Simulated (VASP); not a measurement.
Au:

```
Au
1.0
     2.65000    0.00000    0.00000
     0.00000    2.65000    0.00000
     0.00000    0.00000    2.65000
Au
1
Direct
  0.00000 0.00000 0.00000
```

```yaml
Program: VASP 6.6.1
Task: relaxation of cell and atoms
Functional: PBEsol
Potentials_or_basis: VASP PAW PBE potentials, release 64 (Au)
Cutoff: 500 eV
k_mesh: 7 × 7 × 7
Occupations: fermi-dirac, width 0.1 eV
Spin: no spin polarisation
```

At the start: pressure 7.6 GPa; volume 18.61 Å³/atom.

Task: How do energy, volume and symmetry change on relaxing?

Result: Over 3 steps the energy falls by 21.0 meV/atom and the volume is 19.56 Å³/atom (+5.1 %); space group Pm-3m (No. 221, to 0.05 Å).

The path:
| step | energy change (eV) | largest force (eV/Å) | pressure (GPa) | volume (Å³) |
| --- | --- | --- | --- | --- |
| 1 | 0.0000 | 0.0000 | 7.65 | 18.61 |
| 2 | 0.0235 | 0.0000 | -8.34 | 21.11 |
| 3 | -0.0210 | 0.0000 | -0.13 | 19.56 |

Final structure:
```
Au
1.0
     2.69442    0.00000    0.00000
     0.00000    2.69442    0.00000
     0.00000    0.00000    2.69442
Au
1
Direct
  0.00000 0.00000 0.00000
```

Caveat: the PAW data sets were made with another functional, which shifts forces and pressure a little.
